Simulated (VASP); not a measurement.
A run of VASP 6.6.1 is set up as follows.

INCAR

```
ALGO = Normal
EDIFF = 1E-7
EDIFFG = -0.04
ENCUT = 600
GGA = PE
IBRION = 2
ISIF = 3
ISMEAR = 0
LASPH = T
LCHARG = F
LREAL = F
LWAVE = F
NELM = 60
NSW = 90
PREC = Accurate
SIGMA = 0.1
```

KPOINTS

```
k-points
0
Gamma
  6 6 6
```

Contents of POSCAR:

```
BP
1.0
    2.8636410730      0.0000000000      0.0000000000
    0.0000000000      2.8636410730      0.0000000000
    0.0000000000      0.0000000000      3.4064602270
B P
1 1
Direct
    0.0000000000      0.0000000000      0.5000000000
    0.5000000000      0.5000000000      0.5000000000
```

Potentials or basis: VASP PAW PBE potentials, release 64 (B, P).

The run is started by

```sh
$ cat potpaw_PBE.64/B/POTCAR potpaw_PBE.64/P/POTCAR > POTCAR
$ mpirun -np 1 vasp_std > vasp.out
```

**Question.** Estimate the relaxed volume.

**Answer.** 10.83 Å³/atom.

**Question.** Estimate the relaxed cell.

**Answer.** a = 2.911 Å, b = 2.911 Å, c = 2.555 Å, α = 90.00°, β = 90.00°, γ = 90.00°.

Stress tensor (GPa, compression positive):
```
 0.31  0.00  0.00
 0.00  0.31  0.00
 0.00  0.00 -0.51
```

Caveat: the k points lie up to 0.41 Å⁻¹ apart in the final cell; the volume moved by over 15 % at a fixed basis, so the end points are rough; this functional lacks dispersion, which binds the layers, so the pressure and a relaxed spacing across them are unreliable.
